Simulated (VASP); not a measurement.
A run of VASP 6.6.1:

File INCAR:

```
  ALGO = Normal
  EDIFF = 1E-8
  ENCUT = 520
  ISIF = 2
  ISMEAR = -1
  LASPH = True
  LCHARG = False
  LEFG = True
  LREAL = False
  LWAVE = False
  NBANDS = 26
  NELM = 80
  PREC = Accurate
  SIGMA = 0.08
```

File KPOINTS:

```
k-points
0
Gamma
  15 15 15
```

Contents of POSCAR:

```
NbAs
1.0
   -1.7372798033      1.7372798033      5.8786766238
    1.7372798033     -1.7372798033      5.8786766238
    1.7372798033      1.7372798033     -5.8786766238
Nb As
2 2
Direct
    0.7500000000      0.7500000000      0.0000000000
    0.5000000000      0.0000000000      0.5000000000
    0.1660000000      0.1660000000      0.0000000000
    0.9160000000      0.4160000000      0.5000000000
```

Potentials or basis: VASP PAW LDA potentials, release 64 (Nb_sv, As).

Run with:

```console
$ cat potpaw_LDA.64/Nb_sv/POTCAR potpaw_LDA.64/As/POTCAR > POTCAR
$ mpirun -np 1 vasp_std > vasp.out
```

Hardware: 1 thread of Intel(R) Xeon(R) Platinum 8259CL CPU @ 2.50GHz (Skylake/Cascade Lake) (shared host).

Q: How long does it take, and how much memory?

A: Run time: 19 min on 1 thread of Intel(R) Xeon(R) Platinum 8259CL CPU @ 2.50GHz (Skylake/Cascade Lake), on a shared host, peak memory 0.6 GiB. Counts: scf iterations 14, k points 288.
